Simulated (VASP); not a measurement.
Crystal: Fe.

```
Fe
1.0
     4.05246    0.00000    0.00000
    -2.02623    3.50953    0.00000
     0.00000    0.00000    2.48416
Fe
3
Direct
  0.00000 0.00000 0.00000
  0.33333 0.66667 0.50000
  0.66667 0.33333 0.50000
```

This isn't the form of Fe at room conditions, which is bcc.

| Item | Value |
| --- | --- |
| Program | VASP 6.6.1 |
| Task | relaxation of cell and atoms |
| Functional | r2SCAN |
| Potentials or basis | VASP PAW PBE potentials, release 64 (Fe) |
| Cutoff | 600 eV |
| k mesh | 9 × 9 × 13 |
| Occupations | fermi-dirac, width 0.05 eV |
| Spin | collinear spin, ferromagnetic start |
| Starting moments | [2.5, 2.5, 2.5] μB |

At the start: pressure -3.7 GPa; volume 11.78 Å³/atom.

**Question.** Where does the relaxation end?

**Answer.** Over 5 steps the energy falls by 19.8 meV/atom and the volume is 11.52 Å³/atom (-2.2 %); space group P6/mmm (No. 191, to 0.1 Å) before and after; moment 5.49 μB per cell.

The path:
```tsv
step	energy change (eV)	largest force (eV/Å)	pressure (GPa)	volume (Å³)
1	0.0000	0.0000	-3.73	35.33
2	-0.0528	0.0000	3.43	33.92
3	-0.0558	0.0000	1.98	34.18
4	-0.0583	0.0000	-1.05	34.76
5	-0.0594	0.0000	-0.04	34.55
```

Final structure:
```
Fe
1.0
     4.08821    0.00000    0.00000
    -2.04411    3.54050    0.00000
     0.00000    0.00000    2.38679
Fe
3
Direct
  0.00000 0.00000 0.00000
  0.33333 0.66667 0.50000
  0.66667 0.33333 0.50000
```

Caveat: the PAW data sets were made with another functional, which shifts forces and pressure a little.
